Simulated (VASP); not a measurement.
# B (Fmmm) in VASP: single point with PBEsol

Aim: the single point of B with PBEsol.

Program: VASP 6.6.1. These are calculated values, not measurements. Logs are shortened: lines on timing, memory, paths and dates and some standing lists are left out, and cuts for length are marked.

**1. The cell of the first run**

Symmetry: Fmmm, No. 69, orthorhombic system. Conventional cell: a = 3.391 Å, b = 5.376 Å, c = 6.594 Å, α = 90.00°, β = 90.00°, γ = 90.00°. B (site symmetry 222) has 6 B at 1.70 to 1.78 Å within 2.3 Å. Within 2.4 Å of B (site symmetry mm2) lie 7 B at 1.71 to 2.32 Å.

**2. Single point, PBEsol**

INCAR

```
SYSTEM = B
PREC     = Accurate       ! precision mode
ENCUT    = 520            ! plane-wave cutoff, eV
EDIFF    = 1E-7           ! SCF threshold, eV
ISMEAR   = 0              ! smearing method
SIGMA    = 0.1            ! smearing width, eV
LREAL    = .FALSE.        ! projectors in reciprocal space
LASPH    = .TRUE.         ! aspherical terms in the spheres
NELM     = 100            ! most SCF steps
ALGO     = Normal         ! electronic algorithm
ISIF     = 2              ! what is computed and relaxed
LWAVE    = .FALSE.        ! write WAVECAR
LCHARG   = .FALSE.        ! write CHGCAR
GGA      = PS             ! functional
NBANDS   = 14             ! bands
```

KPOINTS

```
Automatic mesh
0
G
  18 18 18
  0 0 0
```

POSCAR

```
B
1.0
    0.0000000000      2.6880745814      3.2968081860
    1.6956703464      0.0000000000      3.2968081860
    1.6956703464      2.6880745814      0.0000000000
B
4
Direct
    0.7500000000      0.7500000000      0.7500000000
    0.2500000000      0.2500000000      0.2500000000
    0.6300436503      0.6300436503      0.3699563497
    0.3699563497      0.3699563497      0.6300436503
```

Potentials or basis: VASP PAW PBE potentials, release 64 (B).

The run is started by

```console
$ cat potpaw_PBE.64/B/POTCAR > POTCAR
$ mpirun -np 1 vasp_std > vasp.out
```

OUTCAR:

```text
SYSTEM = B
   PREC = Accurate
   ENCUT = 520
   EDIFF = 1E-7
   ISMEAR = 0
   LREAL = .FALSE.
   LASPH = .TRUE.
   NELM = 100
   ISIF = 2
   GGA = PS

 ion  position               nearest neighbor table
   1  0.750  0.750  0.750-   2 1.70   2 1.70   3 1.78   3 1.78   4 1.78   4 1.78
   2  0.250  0.250  0.250-   1 1.70   1 1.70   3 1.78   4 1.78   4 1.78   3 1.78
   3  0.630  0.630  0.370-   4 1.71   2 1.78   1 1.78   2 1.78   1 1.78
   4  0.370  0.370  0.630-   3 1.71   2 1.78   2 1.78   1 1.78   1 1.78

  LATTYP: Found a face centered orthorhombic cell.
 ALAT       =     3.3913406928
 B/A-ratio  =     1.5852577638
 C/A-ratio  =     1.9442506576

  Lattice vectors:

 A1 = (   0.0000000000,   2.6880745814,   3.2968081860)
 A2 = (   1.6956703464,   0.0000000000,   3.2968081860)
 A3 = (   1.6956703464,   2.6880745814,   0.0000000000)

Analysis of symmetry for initial positions (statically):
=====================================================================
 Subroutine PRICEL returns:
 Original cell was already a primitive cell.

 Routine SETGRP: Setting up the symmetry group for a
 face centered orthorhombic supercell.

 Subroutine GETGRP returns: Found  8 space group operations
 (whereof  8 operations were pure point group operations)
 out of a pool of  8 trial point group operations.

The static configuration has the point symmetry D_2h.

Analysis of symmetry for dynamics (positions and initial velocities):
=====================================================================
 Subroutine PRICEL returns:
 Original cell was already a primitive cell.

 Routine SETGRP: Setting up the symmetry group for a
 face centered orthorhombic supercell.

 Subroutine GETGRP returns: Found  8 space group operations
 (whereof  8 operations were pure point group operations)
 out of a pool of  8 trial point group operations.

The dynamic configuration has the point symmetry D_2h.

 Subroutine INISYM returns: Found  8 space group operations
 (whereof  8 operations are pure point group operations),
 and found     1 'primitive' translations

----------------------------------------------------------------------------------------

                                     Primitive cell

  volume of cell :      30.0543

  direct lattice vectors                    reciprocal lattice vectors
     0.000000000  2.688074581  3.296808186    -0.294868635  0.186006744  0.151661841
     1.695670346  0.000000000  3.296808186     0.294868635 -0.186006744  0.151661841
     1.695670346  2.688074581  0.000000000     0.294868635  0.186006744 -0.151661841

  length of vectors
     4.253785276  3.707322772  3.178213787     0.380193812  0.380193812  0.380193812

  position of ions in fractional coordinates (direct lattice)
     0.750000000  0.750000000  0.750000000
     0.250000000  0.250000000  0.250000000
     0.630043650  0.630043650  0.369956350
     0.369956350  0.369956350  0.630043650

  ion indices of the primitive-cell ions
   primitive index   ion index
                 1           1
                 2           2
                 3           3
                 4           4

----------------------------------------------------------------------------------------

 KPOINTS: Automatic mesh

Automatic generation of k-mesh.
 Grid dimensions read from file:
 generate k-points for:   18   18   18

 Generating k-lattice:

  Cartesian coordinates                     Fractional coordinates (reciprocal lattice)
    -0.016381591  0.010333708  0.008425658     0.055555556  0.000000000  0.000000000
     0.016381591 -0.010333708  0.008425658     0.000000000  0.055555556  0.000000000
     0.016381591  0.010333708 -0.008425658     0.000000000  0.000000000  0.055555556

  Length of vectors
     0.021121878  0.021121878  0.021121878

  Shift w.r.t. Gamma in fractional coordinates (k-lattice)
     0.000000000  0.000000000  0.000000000

 Subroutine IBZKPT returns following result:
 ===========================================

 Found    865 irreducible k-points:

 Following reciprocal coordinates:
            Coordinates               Weight
  0.000000  0.000000  0.000000      1.000000
  0.055556  0.000000  0.000000      8.000000
  0.111111  0.000000  0.000000      8.000000
  0.166667  0.000000 -0.000000      8.000000
  0.222222  0.000000  0.000000      8.000000
  0.277778  0.000000 -0.000000      8.000000
[... 16 lines left out ...]
 -0.277778  0.055556  0.000000      8.000000
 -0.222222  0.055556  0.000000      8.000000
 [... further k-points ...]
   k-points           NKPTS =    865   k-points in BZ     NKDIM =    865   number of bands    NBANDS=     14
   number of dos      NEDOS =    301   number of ions     NIONS =      4
   total plane-waves  NPLWV =  21504
   dimension x,y,z NGX =    32 NGY =   28 NGZ =   24
   dimension x,y,z NGXF=    64 NGYF=   56 NGZF=   48
   ions per type =               4
   NGX,Y,Z   is equivalent  to a cutoff of  12.51, 12.56, 12.55 a.u.
   NGXF,Y,Z  is equivalent  to a cutoff of  25.01, 25.11, 25.11 a.u.
 SYSTEM =  B
   PREC   = accura    normal or accurate (medium, high low for compatibility)
   ISTART =      0    job   : 0-new  1-cont  2-samecut
   ICHARG =      2    charge: 1-file 2-atom 10-const
   ISPIN  =      1    spin polarized calculation?
   LNONCOLLINEAR =      F non collinear calculations
   LSORBIT =      F    spin-orbit coupling
   LASPH  =      T    aspherical Exc in radial PAW
   ENCUT  =  520.0 eV  38.22 Ry    6.18 a.u.   7.91  6.89  5.91*2*pi/ulx,y,z
   NELM   =    100;   NELMIN=  2; NELMDL= -5     # of ELM steps
   EDIFF  = 0.1E-06   stopping-criterion for ELM
   LREAL  =      F    real-space projection
   EDIFFG = 0.1E-05   stopping-criterion for IOM
   NSW    =      0    number of steps for IOM
   IBRION =     -1    ionic relax: 0-MD 1-quasi-New 2-CG
   NFREE  =      0    steps in history (QN), initial steepest desc. (CG)
   ISIF   =      2    stress and relaxation
   ISYM   =      2    0-nonsym 1-usesym 2-fastsym
   POTIM  = 0.5000    time-step for ionic-motion
   TEBEG  =    0.0;   TEEND  =   0.0 temperature during run
   PSTRESS=    0.0 pullay stress
   NELECT =      12.0000    total number of electrons
   NUPDOWN=      -1.0000    fix difference up-down
   EMIN   =  10.00;   EMAX   =-10.00  energy-range for DOS
   EFERMI =   0.00;   METHOD = LEGACY
   ISMEAR =     0;   SIGMA  =   0.10  broadening in eV -4-tet -1-fermi 0-gaus
   EFERMI_NEDOS =   21; number of points for ismear=-14 and -15
   IALGO  =     38    algorithm
   IMIX   =      4    mixing-type and parameters
     AMIX     =   0.40;   BMIX     =  1.00
     AMIX_MAG =   1.60;   BMIX_MAG =  1.00
  volume/ion in A,a.u.               =       7.51        50.70
  Fermi-wavevector in a.u.,A,eV,Ry     =   1.205498  2.278061 19.772327  1.453225
  Thomas-Fermi vector in A             =   2.341192
   LORBIT       =      0    0 simple, 1 ext, 2 COOP (PROOUT), +10 PAW based schemes
   GGA     = PS    functional components
   LHFCALC =     F    Hartree Fock is set to
   AEXX    =    0.0000 exact exchange contribution
   IVDW    =     0    specifies the selected vdW correction
   LEPSILON=     F    determine dielectric tensor
   LRPA    =     F    only Hartree local field effects (RPA)
 non-spin polarized calculation
 Gauss-broadening in eV      SIGMA  =   0.10
  energy-cutoff  :      520.00
  volume of cell :       30.05
 maximum number of plane-waves:       828
   NGX = 15   NGY = 13   NGZ = 11

 number of electron      12.0000000 magnetization

 Free energy of the ion-electron system (eV)
  ---------------------------------------------------
  ext. energy  EPLUGINS =         0.00000000
  ---------------------------------------------------
  free energy    TOTEN  =       -27.06650874 eV

  energy without entropy =      -27.06342074  energy(sigma->0) =      -27.06496474

 E-fermi :   5.8544     XC(G=0): -11.5150

 val. band max:        5.8504784921   @ k =   0.1111  -0.2778   0.0556
 cond. band min:       5.8564126138   @ k =  -0.4444   0.2778   0.0556
 fundamental gap:      0.0059341216
 Fermi energy:         5.8543671460

 k-point     1 :       0.0000    0.0000    0.0000
  band No.  band energies     occupation
      1      -9.9098      2.00000
      2      -0.0444      2.00000
      3       1.4261      2.00000
      4       1.5512      2.00000
      5       2.0217      2.00000
      6       3.4142      2.00000
      7       8.8010      0.00000
      8       9.7793      0.00000
      9      10.7092      0.00000
     10      11.0961      0.00000
     11      11.7821      0.00000
     12      13.9328      0.00000
     13      16.6155      0.00000
     14      16.7839      0.00000

 k-point     2 :       0.0556    0.0000    0.0000
  band No.  band energies     occupation
      1      -9.8612      2.00000
      2      -0.1298      2.00000
      3       1.0131      2.00000
      4       1.9762      2.00000
      5       2.0068      2.00000
      6       3.2380      2.00000
      7       8.6302      0.00000
      8      10.0253      0.00000
      9      10.7092      0.00000
     10      10.9877      0.00000
     11      11.8812      0.00000
     12      14.3121      0.00000
     13      16.5544      0.00000
     14      17.0144      0.00000
[... 343 lines left out ...]
      1      -8.3030      2.00000
      2      -3.2917      2.00000
      3       0.4016      2.00000
      4       0.8589      2.00000
      5       1.8816      2.00000
      6       3.3321      2.00000
      7       5.8649      0.88186
      8      10.0302      0.00000
      9      12.0984      0.00000
     10      14.5912      0.00000
     11      14.9155      0.00000
     12      17.0160      0.00000
     13      17.6773      0.00000
     14      20.6450      0.00000

 k-point    24 :      -0.2222    0.0556    0.0000
  band No.  band energies     occupation
      1      -8.8035      2.00000
      2      -2.3917      2.00000
      3       0.6036      2.00000
      4       1.0978      2.00000
      5       1.9115      2.00000
      6       3.3253      2.00000
      7       5.9092      0.43807
      8       9.9205      0.00000
      9      11.6616      0.00000
     10      14.1257      0.00000
     11      15.0751      0.00000
     12      15.6065      0.00000
     13      17.1552      0.00000
     14      20.8149      0.00000

 [... further k-points ...]

------------------------ aborting loop because EDIFF is reached ----------------------------------------

  FORCE on cell =-STRESS in cart. coord.  units (eV):
  Direction    XX          YY          ZZ          XY          YZ          ZX
  --------------------------------------------------------------------------------------
  -------------------------------------------------------------------------------------
  Total        0.0535172      0.0750776      0.0289329      0.0000000      0.0000000      0.0000000
  in kB        2.8529746      4.0023458      1.5423951      0.0000000      0.0000000      0.0000000
  external PRESSURE =       2.7992385 kB  Pullay stress =       0.0000000 kB

 VOLUME and BASIS-vectors are now :
 -----------------------------------------------------------------------------
  energy-cutoff  :      520.00
  volume of cell :       30.05
      direct lattice vectors                 reciprocal lattice vectors
     0.000000000  2.688074581  3.296808186    -0.294868635  0.186006744  0.151661841
     1.695670346  0.000000000  3.296808186     0.294868635 -0.186006744  0.151661841
     1.695670346  2.688074581  0.000000000     0.294868635  0.186006744 -0.151661841

 POSITION                                       TOTAL-FORCE (eV/Angst)
 -----------------------------------------------------------------------------------
      2.54351      4.03211      4.94521        -0.000000     -0.000000      0.000000
      0.84784      1.34404      1.64840        -0.000000      0.000000     -0.000000
      1.69567      2.68807      4.15427         0.000000      0.000000      0.000951
      1.69567      2.68807      2.43935         0.000000      0.000000     -0.000951
 -----------------------------------------------------------------------------------
    total drift:                                0.000000     -0.000000      0.000000

  FREE ENERGIE OF THE ION-ELECTRON SYSTEM (eV)
  ---------------------------------------------------
  free  energy   TOTEN  =       -27.0665087350 eV

  energy  without entropy=      -27.0634207394  energy(sigma->0) =      -27.06496474
```

Run time: 2 min. Hardware: 1 thread of Intel Xeon 6975P-C (Granite Rapids), shared host; peak memory 0.36 GiB.

Results:

- Free energy: -27.0665 eV
- Pressure: 0.3 GPa
- Band gap on the k mesh: zero (bands 6 and 7 overlap by 3.07 eV)

Levels at points of the mesh, in eV from the Fermi level:
| k point | band 4 | band 5 | band 6 | band 7 | band 8 | band 9 |
| --- | --- | --- | --- | --- | --- | --- |
| (0.00, 0.00, 0.00) | -4.30 | -3.83 | -2.44 | 2.95 | 3.92 | 4.85 |
| (0.50, 0.00, 0.00) | -5.34 | -3.96 | -3.06 | 1.16 | 5.17 | 6.63 |
| (0.50, 0.50, 0.00) | -3.66 | -2.85 | 1.92 | 3.40 | 3.82 | 6.20 |
| (0.50, 0.00, 0.50) | -3.37 | -3.20 | -3.05 | -0.71 | 4.90 | 6.42 |
| (0.00, 0.50, 0.50) | -6.60 | -5.31 | -4.87 | 3.09 | 7.68 | 7.75 |

Caveat: the PAW data sets were made with another functional, which shifts forces and pressure a little.
